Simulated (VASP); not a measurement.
FeO: single point with PBE

FeO:

```
Fe O
1.0
     1.50863    0.87101    2.50267
    -1.50863    0.87101    2.50267
     0.00000   -1.74201    2.50267
Fe O
1 1
Direct
  0.00000 0.00000 0.00000
  0.50000 0.50000 0.50000
```

```
Program                : VASP 6.6.1
Task                   : single point
Functional             : PBE
Potentials or basis    : VASP PAW PBE potentials, release 64 (Fe_sv, O_h)
Cutoff                 : 1340 eV
k mesh                 : 11 × 11 × 11
Occupations            : fermi-dirac, width 0.05 eV
Spin                   : collinear spin, ferromagnetic start
Starting moments       : [3.0, 0.0] μB
Dipole correction      : no
Further INCAR settings : ALGO = Normal; EDIFF = 1e-06; NBANDS = 22
```

The pressure is 1.9 GPa and the band gap on the k mesh is zero (filled and empty bands overlap). The net moment is 4.00 μB per cell. The site moments are Fe +3.48; O +0.23 μB. The valence electrons inside the program's atomic spheres are Fe 13.62; O 3.35.

Stress tensor (GPa, compression positive):
```
2.17 0.00 0.00
0.00 2.17 0.00
0.00 0.00 1.26
```

Levels at points of the mesh, in eV from the Fermi level:
Spin up:
```csv
k point,band 9,band 10,band 11,band 12,band 13,band 14,band 15,band 16,band 17,band 18
"(0.00, 0.00, 0.00)",-3.89,-3.87,-3.87,-3.68,-3.68,0.10,15.29,16.80,17.21,17.21
```
Spin down:
| k point | band 6 | band 7 | band 8 | band 9 | band 10 | band 11 | band 12 | band 13 |
| --- | --- | --- | --- | --- | --- | --- | --- | --- |
| (0.00, 0.00, 0.00) | -3.44 | -3.34 | -3.34 | -0.82 | -0.73 | -0.73 | 0.22 | 0.22 |

Run time: 5.5 min on 1 thread of Intel(R) Xeon(R) Platinum 8559C (Emerald Rapids) (shared host), peak memory 0.51 GiB.

Caveat: a cell with one magnetic atom can't hold antiferromagnetic order, which such compounds often take; semilocal functionals often make such compounds metallic where correlation or magnetic order opens a gap, which also shifts bond lengths. With open d or f shells a metallic result of PBE can be an artefact of self-interaction; +U or a hybrid may open a gap.
